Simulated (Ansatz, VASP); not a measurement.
# Mn: VASP beside Ansatz

POSCAR

```
Mn
1.0
    4.0245081222      0.0000000000      0.0000000000
   -2.0122540611      3.4853262715      0.0000000000
    0.0000000000      0.0000000000      2.5122199744
Mn
3
Direct
    0.0000000000      0.0000000000      0.0000000000
    0.3333333333      0.6666666667      0.5000000000
    0.6666666667      0.3333333333      0.5000000000
```

Contents of INCAR.step1:

```
PREC = Accurate
ENCUT = 520
ISMEAR = -1
SIGMA = 0.1
LREAL = F
LASPH = T
NELM = 100
NBANDS = 26
GGA = PE
ALGO = Normal
EDIFF = 1E-4
LWAVE = T
LCHARG = F
```

INCAR.step2

```
PREC = Accurate
ENCUT = 520
EDIFF = 1E-6
ISMEAR = -1
SIGMA = 0.1
LREAL = F
LASPH = T
NELM = 100
ALGO = Normal
ISIF = 2
LWAVE = F
LCHARG = F
METAGGA = R2SCAN
LMIXTAU = T
NBANDS = 26
ISTART = 1
```

KPOINTS

```
Automatic mesh
0
Gamma
  11 11 15
```

Input for Ansatz:

```yaml
crystal:
  lattice:
    - [4.0245081222, 0.0, 0.0]
    - [-2.0122540611, 3.4853262715, 0.0]
    - [0.0, 0.0, 2.5122199744]
  atoms:
    - { symbol: Mn, position: [0.0, 0.0, 0.0] }
    - { symbol: Mn, position: [0.3333333333, 0.6666666667, 0.5] }
    - { symbol: Mn, position: [0.6666666667, 0.3333333333, 0.5] }
hamiltonian:
  xc: r2scan
  pseudopotentials:
    kind: paw
    azcp:
      Mn: "pseudopotentials/Mn.paw.azcp"
basis:
  ecutwfc: 500
  fft_grid_basis: typed
kpoints:
  mp_grid: { grid: [11, 11, 15], shift: [0, 0, 0] }
magnetization:
  spin_polarized: false
scf:
  occupations: { method: fermi_dirac, width: 0.1 }
  lower_state_search: "off"
output:
  stress: true
```

Alike in both runs: task single point; functional r2SCAN; k mesh 11 × 11 × 15; occupations fermi-dirac, width 0.1 eV; no spin polarisation.

```csv
,VASP,Ansatz
version,VASP 6.6.1,Ansatz 0.2.0
potentials or method,"VASP PAW PBE potentials, release 64 (Mn_pv), cutoff 520 eV","plane waves (500 eV) with PAW, scalar-relativistic"
valence electrons in the cell,39,45
```

|  | VASP | Ansatz | Ansatz less VASP |
| --- | --- | --- | --- |
| pressure (GPa) | -26.2 | -26.6 | -0.48 |
| traceless stress, the component that is largest in VASP (GPa) | 1.04 | 1.14 | +0.101 |

VASP's potentials were made for PBE, not for r2SCAN. The functional is the same, so the differences come from potentials, cutoffs and numerics. VASP's potentials hold 39 valence electrons a cell and Ansatz's 45, so a difference there can come from the potentials and not from the codes.
